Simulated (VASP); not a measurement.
# Al (Fd-3m) in VASP: a series of runs, part 2 of 2

VASP 6.6.1.

## Step 4: Single point, PBE

This run uses another cell than the first one, of 25.95 Å³/atom, 0.904 times its volume.

Contents of INCAR:

```
SYSTEM = Al
PREC = Accurate
ENCUT = 500
EDIFF = 1E-6
ISMEAR = -1
SIGMA = 0.06122561905347299
LREAL = .FALSE.
LASPH = .TRUE.
NELM = 120
ALGO = Normal
ISIF = 2
LWAVE = .FALSE.
LCHARG = .FALSE.
GGA = PE
NBANDS = 10
GGA_COMPAT = .FALSE.
```

Contents of KPOINTS:

```
regular mesh
0
G
  16 16 16
  0 0 0
```

Contents of POSCAR:

```
Al
1.0
    0.0000000000      2.9606273437      2.9606273437
    2.9606273437      0.0000000000      2.9606273437
    2.9606273437      2.9606273437      0.0000000000
Al
2
Direct
    0.0000000000      0.0000000000      0.0000000000
    0.2500000000      0.2500000000      0.2500000000
```

Potentials or basis: VASP PAW PBE potentials, release 64 (Al).

Started as:

```console
$ cat potpaw_PBE.64/Al/POTCAR > POTCAR
$ mpirun -np 1 vasp_std > vasp.out
```

OUTCAR:

```text
SYSTEM = Al
   PREC = Accurate
   ENCUT = 500
   EDIFF = 1E-6
   ISMEAR = -1
   LREAL = .FALSE.
   LASPH = .TRUE.
   NELM = 120
   ISIF = 2
   GGA = PE

 ion  position               nearest neighbor table
   1  0.000  0.000  0.000-   2 2.56   2 2.56   2 2.56   2 2.56
   2  0.250  0.250  0.250-   1 2.56   1 2.56   1 2.56   1 2.56

  LATTYP: Found a face centered cubic cell.
 ALAT       =     5.9212546874

  Lattice vectors:

 A1 = (   0.0000000000,   2.9606273437,   2.9606273437)
 A2 = (   2.9606273437,   0.0000000000,   2.9606273437)
 A3 = (   2.9606273437,   2.9606273437,   0.0000000000)

Analysis of symmetry for initial positions (statically):
=====================================================================
 Subroutine PRICEL returns:
 Original cell was already a primitive cell.

 Routine SETGRP: Setting up the symmetry group for a
 face centered cubic supercell.

 Subroutine GETGRP returns: Found 48 space group operations
 (whereof 24 operations were pure point group operations)
 out of a pool of 48 trial point group operations.

The static configuration has the point symmetry T_d .
 The point group associated with its full space group is O_h .

Analysis of symmetry for dynamics (positions and initial velocities):
=====================================================================
 Subroutine PRICEL returns:
 Original cell was already a primitive cell.

 Routine SETGRP: Setting up the symmetry group for a
 face centered cubic supercell.

 Subroutine GETGRP returns: Found 48 space group operations
 (whereof 24 operations were pure point group operations)
 out of a pool of 48 trial point group operations.

The dynamic configuration has the point symmetry T_d .
 The point group associated with its full space group is O_h .

 Subroutine INISYM returns: Found 48 space group operations
 (whereof 24 operations are pure point group operations),
 and found     1 'primitive' translations

[... 115 lines left out ...]
  volume/ion in A,a.u.               =      25.95       175.12
  Fermi-wavevector in a.u.,A,eV,Ry     =   0.797501  1.507059  8.653423  0.636009
  Thomas-Fermi vector in A             =   1.904231
   LORBIT       =      0    0 simple, 1 ext, 2 COOP (PROOUT), +10 PAW based schemes
   GGA     = PE    functional components
   LHFCALC =     F    Hartree Fock is set to
   AEXX    =    0.0000 exact exchange contribution
   IVDW    =     0    specifies the selected vdW correction
   LEPSILON=     F    determine dielectric tensor
   LRPA    =     F    only Hartree local field effects (RPA)
 non-spin polarized calculation
  energy-cutoff  :      500.00
  volume of cell :       51.90
 maximum number of plane-waves:      1363
   NGX = 15   NGY = 15   NGZ = 15

 number of electron       6.0000000 magnetization

 Free energy of the ion-electron system (eV)
  ---------------------------------------------------
  ext. energy  EPLUGINS =         0.00000000
  ---------------------------------------------------
  free energy    TOTEN  =        -5.98360721 eV

  energy without entropy =       -5.96617362  energy(sigma->0) =       -5.97489041

 E-fermi :   3.1852     XC(G=0):  -8.3434

 val. band max:        3.1670736418   @ k =  -0.3750   0.3750   0.0000
 cond. band min:       3.2091682410   @ k =  -0.3750   0.3125   0.0625
 fundamental gap:      0.0420945992
 Fermi energy:         3.1851844325

 k-point     1 :       0.0000    0.0000    0.0000
  band No.  band energies     occupation
      1      -4.9283      2.00000
      2       5.4092      0.00000
      3       5.4092      0.00000
      4       5.4092      0.00000
      5       7.2644      0.00000
      6       7.2644      0.00000
      7       7.2644      0.00000
      8       9.0208      0.00000
      9      11.2172      0.00000
     10      11.2221      0.00000
[... 287 lines left out ...]
 k-point    24 :      -0.0625    0.0625    0.0000
  band No.  band energies     occupation
      1      -4.8077      2.00000
      2       4.5240      0.00000
      3       4.8650      0.00000
      4       5.3643      0.00000
      5       7.3852      0.00000
      6       7.5109      0.00000
      7       7.6766      0.00000
      8       9.6232      0.00000
      9      10.6177      0.00000
     10      11.0847      0.00000

 [... further k-points ...]
[... 5 lines left out ...]
  --------------------------------------------------------------------------------------
  -------------------------------------------------------------------------------------
  Total        0.8711348      0.8711348      0.8711348      0.0000000     -0.0000000     -0.0000000
  in kB       26.8914794     26.8914794     26.8914794      0.0000000     -0.0000000     -0.0000000
  external PRESSURE =      26.8914794 kB  Pullay stress =       0.0000000 kB

 VOLUME and BASIS-vectors are now :
 -----------------------------------------------------------------------------
  energy-cutoff  :      500.00
  volume of cell :       51.90
      direct lattice vectors                 reciprocal lattice vectors
     0.000000000  2.960627344  2.960627344    -0.168883126  0.168883126  0.168883126
     2.960627344  0.000000000  2.960627344     0.168883126 -0.168883126  0.168883126
     2.960627344  2.960627344  0.000000000     0.168883126  0.168883126 -0.168883126

 POSITION                                       TOTAL-FORCE (eV/Angst)
 -----------------------------------------------------------------------------------
      0.00000      0.00000      0.00000         0.000000      0.000000     -0.000000
      1.48031      1.48031      1.48031        -0.000000     -0.000000      0.000000
 -----------------------------------------------------------------------------------
    total drift:                               -0.000000      0.000000      0.000000

  FREE ENERGIE OF THE ION-ELECTRON SYSTEM (eV)
  ---------------------------------------------------
  free  energy   TOTEN  =        -5.9836072095 eV

  energy  without entropy=       -5.9661736199  energy(sigma->0) =       -5.97489041
```

stdout:

```text
POSCAR found type information on POSCAR Al
 POSCAR found :  1 types and       2 ions
 scaLAPACK will be used
 LDA part: xc-table for (Slater+PW92), standard interpolation
 POSCAR, INCAR and KPOINTS ok, starting setup
 FFT: planning ... GRIDC
 FFT: planning ... GRID_SOFT
 FFT: planning ... GRID
 WAVECAR not read
 entering main loop
```

Wall time 65 s (1 thread of AMD EPYC 7R13, shared host); peak memory 0.17 GiB.

What came out:

| Property | Result |
| --- | --- |
| Free energy | -5.9836 eV |
| Pressure | 2.7 GPa |
| Band gap on the k mesh | zero (band 3 reaches 5.41 eV, above the bottom of band 4 at 1.70 eV) |

## Step 5: Summary

| cell | k mesh | gap on the mesh (eV) | pressure (GPa) |
| --- | --- | --- | --- |
| a = 4.330 Å, angles 60.0°, 2 atoms | 11 × 11 × 11 | none | -1.3 |
| a = 4.358 Å, angles 60.0°, 2 atoms | 11 × 11 × 11 | none | -1.9 |
| a = 4.187 Å, angles 60.0°, 2 atoms | 16 × 16 × 16 | none | 2.7 |

Alike in all rows: task single point; level PBE; potentials or basis VASP PAW PBE potentials, release 64 (Al); no spin polarisation; cutoff (eV) 500; smearing fermi-dirac 0.0612256 eV.

Total energies depend on the potentials used, so only differences within one code and one set of settings carry meaning.
